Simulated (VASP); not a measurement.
# Ti (P6/mmm) in VASP: notebook, part 3 of 3

VASP 6.6.1.

## (6) Single point, BLYP (volume scaled by 1.08)

The input, INCAR:

```
SYSTEM = Ti
PREC = Accurate
ENCUT = 520
EDIFF = 1E-7
ISMEAR = -1
SIGMA = 0.1
LREAL = .FALSE.
LASPH = .TRUE.
NELM = 60
ALGO = Normal
ISIF = 2
LWAVE = .FALSE.
LCHARG = .FALSE.
GGA = B5
ALDAX = 1.0
AGGAX = 1.0
AGGAC = 1.0
ALDAC = 0.0
NBANDS = 25
```

The input, KPOINTS:

```
Automatic mesh
0
G
  9 9 12
  0 0 0
```

The input, POSCAR:

```
Ti
1.0
    4.7351861126      0.0000000000      0.0000000000
   -2.3675930563      4.1007914652      0.0000000000
    0.0000000000      0.0000000000      2.9306528486
Ti
3
Direct
    0.0000000000      0.0000000000      0.0000000000
    0.3333333333      0.6666666667      0.5000000000
    0.6666666667      0.3333333333      0.5000000000
```

Potentials or basis: VASP PAW PBE potentials, release 64 (Ti_sv).

On the command line:

```
cat potpaw_PBE.64/Ti_sv/POTCAR > POTCAR
mpirun -np 1 vasp_std > vasp.out
```

OUTCAR:

```text
SYSTEM = Ti
   PREC = Accurate
   ENCUT = 520
   EDIFF = 1E-7
   ISMEAR = -1
   LREAL = .FALSE.
   LASPH = .TRUE.
   NELM = 60
   ISIF = 2
   GGA = B5

 ion  position               nearest neighbor table
   1  0.000  0.000  0.000-
   2  0.333  0.667  0.500-   3 2.73   3 2.73   3 2.73
   3  0.667  0.333  0.500-   2 2.73   2 2.73   2 2.73

  LATTYP: Found a hexagonal cell.
 ALAT       =     4.7351861126
 C/A-ratio  =     0.6189097490

  Lattice vectors:

 A1 = (   4.7351861126,   0.0000000000,   0.0000000000)
 A2 = (  -2.3675930563,   4.1007914652,   0.0000000000)
 A3 = (   0.0000000000,   0.0000000000,   2.9306528486)

Analysis of symmetry for initial positions (statically):
=====================================================================
 Subroutine PRICEL returns:
 Original cell was already a primitive cell.

 Routine SETGRP: Setting up the symmetry group for a
 hexagonal supercell.

 Subroutine GETGRP returns: Found 24 space group operations
 (whereof 24 operations were pure point group operations)
 out of a pool of 24 trial point group operations.

The static configuration has the point symmetry D_6h.

Analysis of symmetry for dynamics (positions and initial velocities):
=====================================================================
 Subroutine PRICEL returns:
 Original cell was already a primitive cell.

 Routine SETGRP: Setting up the symmetry group for a
 hexagonal supercell.

 Subroutine GETGRP returns: Found 24 space group operations
 (whereof 24 operations were pure point group operations)
 out of a pool of 24 trial point group operations.

The dynamic configuration has the point symmetry D_6h.

 Subroutine INISYM returns: Found 24 space group operations
 (whereof 24 operations are pure point group operations),
 and found     1 'primitive' translations

----------------------------------------------------------------------------------------

                                     Primitive cell

  volume of cell :      56.9074

  direct lattice vectors                    reciprocal lattice vectors
     4.735186113  0.000000000  0.000000000     0.211184941  0.121927683  0.000000000
    -2.367593056  4.100791465  0.000000000     0.000000000  0.243855365  0.000000000
     0.000000000  0.000000000  2.930652849     0.000000000  0.000000000  0.341220899

  length of vectors
     4.735186113  4.735186113  2.930652849     0.243855365  0.243855365  0.341220899

  position of ions in fractional coordinates (direct lattice)
     0.000000000  0.000000000  0.000000000
     0.333333333  0.666666667  0.500000000
     0.666666667  0.333333333  0.500000000

  ion indices of the primitive-cell ions
   primitive index   ion index
                 1           1
                 2           2
                 3           3

----------------------------------------------------------------------------------------

 KPOINTS: Automatic mesh

Automatic generation of k-mesh.
 Grid dimensions read from file:
 generate k-points for:    9    9   12

 Generating k-lattice:

  Cartesian coordinates                     Fractional coordinates (reciprocal lattice)
     0.023464993  0.013547520  0.000000000     0.111111111 -0.000000000  0.000000000
     0.000000000  0.027095041  0.000000000     0.000000000  0.111111111  0.000000000
     0.000000000  0.000000000  0.028435075     0.000000000  0.000000000  0.083333333

  Length of vectors
     0.027095041  0.027095041  0.028435075

  Shift w.r.t. Gamma in fractional coordinates (k-lattice)
     0.000000000  0.000000000  0.000000000

 Subroutine IBZKPT returns following result:
 ===========================================

 Found     84 irreducible k-points:

 Following reciprocal coordinates:
            Coordinates               Weight
  0.000000  0.000000  0.000000      1.000000
  0.111111  0.000000  0.000000      6.000000
  0.222222  0.000000  0.000000      6.000000
  0.333333  0.000000  0.000000      6.000000
  0.444444  0.000000  0.000000      6.000000
  0.111111  0.111111  0.000000      6.000000
[... 16 lines left out ...]
  0.333333  0.222222  0.083333     24.000000
  0.333333  0.333333  0.083333      4.000000
 [... further k-points ...]
   k-points           NKPTS =     84   k-points in BZ     NKDIM =     84   number of bands    NBANDS=     25
   number of dos      NEDOS =    301   number of ions     NIONS =      3
   total plane-waves  NPLWV =  31104
   dimension x,y,z NGX =    36 NGY =   36 NGZ =   24
   dimension x,y,z NGXF=    72 NGYF=   72 NGZF=   48
   ions per type =               3
   NGX,Y,Z   is equivalent  to a cutoff of  12.64, 12.64, 13.61 a.u.
   NGXF,Y,Z  is equivalent  to a cutoff of  25.28, 25.28, 27.23 a.u.
 SYSTEM =  Ti
   PREC   = accura    normal or accurate (medium, high low for compatibility)
   ISTART =      0    job   : 0-new  1-cont  2-samecut
   ICHARG =      2    charge: 1-file 2-atom 10-const
   ISPIN  =      1    spin polarized calculation?
   LNONCOLLINEAR =      F non collinear calculations
   LSORBIT =      F    spin-orbit coupling
   LASPH  =      T    aspherical Exc in radial PAW
   ENCUT  =  520.0 eV  38.22 Ry    6.18 a.u.   8.80  8.80  5.45*2*pi/ulx,y,z
   NELM   =     60;   NELMIN=  2; NELMDL= -5     # of ELM steps
   EDIFF  = 0.1E-06   stopping-criterion for ELM
   LREAL  =      F    real-space projection
   EDIFFG = 0.1E-05   stopping-criterion for IOM
   NSW    =      0    number of steps for IOM
   IBRION =     -1    ionic relax: 0-MD 1-quasi-New 2-CG
   NFREE  =      0    steps in history (QN), initial steepest desc. (CG)
   ISIF   =      2    stress and relaxation
   ISYM   =      2    0-nonsym 1-usesym 2-fastsym
   POTIM  = 0.5000    time-step for ionic-motion
   TEBEG  =    0.0;   TEEND  =   0.0 temperature during run
   PSTRESS=    0.0 pullay stress
   NELECT =      36.0000    total number of electrons
   NUPDOWN=      -1.0000    fix difference up-down
   EMIN   =  10.00;   EMAX   =-10.00  energy-range for DOS
   EFERMI =   0.00;   METHOD = LEGACY
   ISMEAR =    -1;   SIGMA  =   0.10  broadening in eV -4-tet -1-fermi 0-gaus
   EFERMI_NEDOS =   21; number of points for ismear=-14 and -15
   IALGO  =     38    algorithm
   IMIX   =      4    mixing-type and parameters
     AMIX     =   0.40;   BMIX     =  1.00
     AMIX_MAG =   1.60;   BMIX_MAG =  1.00
  volume/ion in A,a.u.               =      18.97       128.01
  Fermi-wavevector in a.u.,A,eV,Ry     =   1.405355  2.655735 26.871805  1.975022
  Thomas-Fermi vector in A             =   2.527824
   LORBIT       =      0    0 simple, 1 ext, 2 COOP (PROOUT), +10 PAW based schemes
   GGA     = B5    functional components
   LHFCALC =     F    Hartree Fock is set to
   AEXX    =    0.0000 exact exchange contribution
   IVDW    =     0    specifies the selected vdW correction
   LEPSILON=     F    determine dielectric tensor
   LRPA    =     F    only Hartree local field effects (RPA)
 non-spin polarized calculation
  energy-cutoff  :      520.00
  volume of cell :       56.91
 maximum number of plane-waves:      1559
 NGX is ok and might be reduce to    36
   NGX = 17   NGY = 17   NGZ = 11

 number of electron      36.0000014 magnetization

 Free energy of the ion-electron system (eV)
  ---------------------------------------------------
  ext. energy  EPLUGINS =         0.00000000
  ---------------------------------------------------
  free energy    TOTEN  =       -20.27037945 eV

  energy without entropy =      -20.14365667  energy(sigma->0) =      -20.20701806

 E-fermi :   7.7528     XC(G=0): -10.5607

 val. band max:        7.7473732182   @ k =   0.2222   0.1111   0.0000
 cond. band min:       7.7720085440   @ k =   0.3333   0.3333   0.2500
 fundamental gap:      0.0246353258
 Fermi energy:         7.7527618368

 k-point     1 :       0.0000    0.0000    0.0000
  band No.  band energies     occupation
      1     -49.0543      2.00000
      2     -48.7904      2.00000
      3     -48.6722      2.00000
      4     -25.5068      2.00000
      5     -25.5068      2.00000
      6     -25.3508      2.00000
[... 17 lines left out ...]
     24       9.3288      0.00000
     25       9.4356      0.00000

 k-point     2 :       0.1111    0.0000    0.0000
  band No.  band energies     occupation
      1     -49.0536      2.00000
      2     -48.7878      2.00000
      3     -48.6756      2.00000
      4     -25.5208      2.00000
      5     -25.5161      2.00000
      6     -25.3373      2.00000
[... 608 lines left out ...]
 k-point    24 :       0.3333    0.3333    0.0833
  band No.  band energies     occupation
      1     -49.0459      2.00000
      2     -48.7322      2.00000
      3     -48.7322      2.00000
      4     -25.5137      2.00000
      5     -25.5137      2.00000
      6     -25.4072      2.00000
[... 17 lines left out ...]
     24       9.3951      0.00000
     25      10.2022      0.00000

 [... further k-points ...]
[... 5 lines left out ...]
  --------------------------------------------------------------------------------------
  -------------------------------------------------------------------------------------
  Total       -2.4277275     -2.4277275     -2.5011967      0.0000000      0.0000000      0.0000000
  in kB      -68.3504535    -68.3504535    -70.4189115      0.0000000      0.0000000      0.0000000
  external PRESSURE =     -69.0399395 kB  Pullay stress =       0.0000000 kB

 VOLUME and BASIS-vectors are now :
 -----------------------------------------------------------------------------
  energy-cutoff  :      520.00
  volume of cell :       56.91
      direct lattice vectors                 reciprocal lattice vectors
     4.735186113  0.000000000  0.000000000     0.211184941  0.121927683  0.000000000
    -2.367593056  4.100791465  0.000000000     0.000000000  0.243855365  0.000000000
     0.000000000  0.000000000  2.930652849     0.000000000  0.000000000  0.341220899

 POSITION                                       TOTAL-FORCE (eV/Angst)
 -----------------------------------------------------------------------------------
      0.00000      0.00000      0.00000        -0.000000      0.000000     -0.000000
     -0.00000      2.73386      1.46533        -0.000000      0.000000      0.000000
      2.36759      1.36693      1.46533         0.000000     -0.000000     -0.000000
 -----------------------------------------------------------------------------------
    total drift:                                0.000000      0.000000     -0.000000

  FREE ENERGIE OF THE ION-ELECTRON SYSTEM (eV)
  ---------------------------------------------------
  free  energy   TOTEN  =       -20.2703794453 eV

  energy  without entropy=      -20.1436566745  energy(sigma->0) =      -20.20701806
```

stdout:

```text
POSCAR found type information on POSCAR Ti
 POSCAR found :  1 types and       3 ions
 scaLAPACK will be used
 -----------------------------------------------------------------------------
|                                                                             |
|                                                                             |
|     You enforced a specific xc type in the INCAR file but a different       |
|     I HOPE YOU KNOW WHAT YOU ARE DOING!                                     |
|                                                                             |
 -----------------------------------------------------------------------------

 LDA part: xc-table for (Slater(with rela. corr.)+VWN5), standard interpolation
 POSCAR, INCAR and KPOINTS ok, starting setup
 FFT: planning ... GRIDC
 FFT: planning ... GRID_SOFT
 FFT: planning ... GRID
 WAVECAR not read
 entering main loop
```

Run time: 53 s. Hardware: 1 thread of Intel Xeon 6975P-C (Granite Rapids), shared host; peak memory 0.23 GiB.

What came out:

```yaml
Free_energy: -20.2704 eV
Pressure: -6.9 GPa
Band_gap_on_the_k_mesh: zero (band 18 reaches 7.93 eV, above the bottom of band 19 at 7.70 eV)
```

Stress tensor (GPa, compression positive):
```
-6.84  0.00  0.00
 0.00 -6.84  0.00
 0.00  0.00 -7.04
```

Caveat: the PAW data sets were made with another functional, which shifts forces and pressure a little.

## (7) Overview

| cell | gap on the mesh (eV) | pressure (GPa) |
| --- | --- | --- |
| a = 4.489, b = 4.489, c = 2.778 Å, angles 90.0, 90.0, 120.0°, 3 atoms | none | 10.1 |
| a = 4.553, b = 4.553, c = 2.818 Å, angles 90.0, 90.0, 120.0°, 3 atoms | none | 4.6 |
| a = 4.615, b = 4.615, c = 2.856 Å, angles 90.0, 90.0, 120.0°, 3 atoms | none | 0.0 |
| a = 4.676, b = 4.676, c = 2.894 Å, angles 90.0, 90.0, 120.0°, 3 atoms | none | -3.8 |
| a = 4.735, b = 4.735, c = 2.931 Å, angles 90.0, 90.0, 120.0°, 3 atoms | none | -6.9 |

Alike in all rows: task single point; level BLYP; potentials or basis VASP PAW PBE potentials, release 64 (Ti_sv); no spin polarisation; k mesh 9 × 9 × 12; cutoff (eV) 520; smearing fermi-dirac 0.1 eV.

Caveats: the PAW data sets were made with another functional, which shifts forces and pressure a little.

Total energies depend on the potentials used, so only differences within one code and one set of settings carry meaning.
